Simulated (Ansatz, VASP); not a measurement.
# ZrC: VASP beside Ansatz

INCAR

```
  ALGO = Normal
  EDIFF = 1E-7
  ENCUT = 520
  GGA = PE
  ISIF = 2
  ISMEAR = 0
  LASPH = True
  LCHARG = True
  LELF = True
  LREAL = False
  LVHAR = True
  LWAVE = False
  NBANDS = 15
  NELM = 100
  PREC = Accurate
  SIGMA = 0.1
```

File KPOINTS:

```
k-points
0
Gamma
  16 16 16
```

Contents of POSCAR:

```
ZrC
1.0
    0.0000000000      2.3063351908      2.3063351908
    2.3063351908      0.0000000000      2.3063351908
    2.3063351908      2.3063351908      0.0000000000
Zr C
1 1
Direct
    0.5000000000      0.5000000000      0.5000000000
    0.0000000000      0.0000000000      0.0000000000
```

Input for Ansatz:

```yaml
crystal:
  lattice:
    - [0.0, 2.3063351908, 2.3063351908]
    - [2.3063351908, 0.0, 2.3063351908]
    - [2.3063351908, 2.3063351908, 0.0]
  atoms:
    - { symbol: Zr, position: [0.5, 0.5, 0.5] }
    - { symbol: C, position: [0.0, 0.0, 0.0] }
basis:
  ecutwfc: 420
kpoints:
  mp_grid: { grid: [16, 16, 16] }
hamiltonian:
  xc: pbe
scf:
  occupations: { method: gaussian, width: 0.1 }
output:
  forces: true
  stress: true
  eigenvalues: true
```

Alike in both runs: task single point; functional PBE; k mesh 16 × 16 × 16; occupations gaussian, width 0.1 eV; no spin polarisation.

```csv
,VASP,Ansatz
version,VASP 6.6.1,Ansatz 0.2.0
potentials or method,"VASP PAW PBE potentials, release 64 (Zr_sv, C), cutoff 520 eV","scalar-relativistic, plane waves, PAW"
valence electrons in the cell,16,16
```

VASP gave:

```
gap on the k mesh at the Fermi level (eV) : none
pressure (GPa)                            : 15.8
```

Q: What did Ansatz give for the same quantities?

A: gap on the k mesh at the Fermi level (eV): none; pressure (GPa): 15.5.

A gap of «none» marks a metal or a gap that the smearing closes.
